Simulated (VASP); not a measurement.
Here is a VASP 6.6.1 calculation.

File INCAR:

```
  PREC = Accurate
  ENCUT = 520
  EDIFF = 1E-8
  ISMEAR = -1
  SIGMA = 0.08
  LREAL = False
  LASPH = True
  NELM = 60
  ALGO = Normal
  ISIF = 2
  LWAVE = False
  LCHARG = False
  GGA = PS
  LEFG = True
  NBANDS = 15
```

KPOINTS

```
Automatic mesh
0
Gamma
  17 17 10
```

Contents of POSCAR:

```
Fe
1.0
    2.4178204650      0.0000000000      0.0000000000
   -1.2089102325      2.0938939445      0.0000000000
    0.0000000000      0.0000000000      3.8161488980
Fe
2
Direct
    0.3333333333      0.6666666667      0.2500000000
    0.6666666667      0.3333333333      0.7500000000
```

Potentials or basis: VASP PAW PBE potentials, release 64 (Fe).

Launch:

```bash
$ cat potpaw_PBE.64/Fe/POTCAR > POTCAR
$ mpirun -np 1 vasp_std > vasp.out
```

(1) Predict the band gap on the k mesh.

(2) Estimate the pressure.

Answers

(1) zero (band 8 reaches 8.27 eV, above the bottom of band 9 at 6.30 eV).

(2) 5.0 GPa.

Caveat: without QUAD_EFG the Cq values of the log hold for a quadrupole moment of 1 mb, not for the nuclei; the PAW data sets were made with another functional, which shifts forces and pressure a little; the run has no spin polarisation, though such a crystal can be magnetic.
